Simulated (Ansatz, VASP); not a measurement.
**Two plane-wave programs on GdN**

File POSCAR:

```
GdN
1.0
    0.0000000000      2.4865533670      2.4865533670
    2.4865533670      0.0000000000      2.4865533670
    2.4865533670      2.4865533670      0.0000000000
Gd N
1 1
Direct
    0.5000000000      0.5000000000      0.5000000000
    0.0000000000      0.0000000000      0.0000000000
```

File INCAR.step1:

```
SYSTEM = GdN
PREC = Accurate
ENCUT = 520
ISMEAR = 0
SIGMA = 0.05
LREAL = .False.
LASPH = .True.
NELM = 150
ISPIN = 2
MAGMOM = 0.5 0
LMAXMIX = 6
NBANDS = 22
GGA = PE
ALGO = Normal
EDIFF = 1E-4
LWAVE = .True.
LCHARG = .False.
```

INCAR.step2

```
SYSTEM = GdN
PREC = Accurate
ENCUT = 520
EDIFF = 1E-7
ISMEAR = 0
SIGMA = 0.05
LREAL = .False.
LASPH = .True.
NELM = 150
ALGO = Normal
ISIF = 2
LWAVE = .False.
LCHARG = .True.
ISPIN = 2
MAGMOM = 0.5 0
LORBIT = 11
LMAXMIX = 6
METAGGA = R2SCAN
LMIXTAU = .True.
LELF = .True.
LVHAR = .True.
NBANDS = 22
ISTART = 1
```

KPOINTS

```
Automatic mesh
0
Gamma
  12 12 12
  0 0 0
```

Input for Ansatz:

```yaml
crystal:
  lattice:
    - [0.0, 2.486553367, 2.486553367]
    - [2.486553367, 0.0, 2.486553367]
    - [2.486553367, 2.486553367, 0.0]
  atoms:
    - { symbol: Gd, position: [0.5, 0.5, 0.5], spin: 0.5 }
    - { symbol: "N", position: [0.0, 0.0, 0.0] }
basis:
  ecutwfc: 500
  ecutrho_ratio: 4
kpoints:
  mp_grid: { grid: [12, 12, 12] }
hamiltonian:
  xc: r2scan
scf:
  occupations: { method: gaussian, width: 0.05 }
output:
  forces: true
  stress: true
  eigenvalues: true
  populations: true
magnetization:
  spin_polarized: true
```

Alike in both runs: task single point; functional r2SCAN; k mesh 12 × 12 × 12; occupations gaussian, width 0.05 eV; collinear spin.

|  | VASP | Ansatz |
| --- | --- | --- |
| version | VASP 6.6.1 | Ansatz 0.2.0 |
| potentials or method | VASP PAW PBE potentials, release 64 (Gd, N), cutoff 520 eV | scalar-relativistic, plane waves, PAW |
| valence electrons in the cell | 23 | 23 |

```tsv
	VASP	Ansatz	Ansatz less VASP
gap on the k mesh at the Fermi level (eV)	none	none	-
pressure (GPa)	0.0	0.1	+0.03
net moment per atom (μB)	3.50	3.50	0.000
size of the moment on the site where the two differ most (μB)	6.79	6.93	+0.137
```

VASP's potentials were made for PBE, not for r2SCAN. Site moments also hang on the region over which each program counts them. A gap of «none» marks a metal or a gap that the smearing closes. Ansatz's warnings: given moment on shells, stability check not made.

Neither program's run includes spin-orbit coupling.
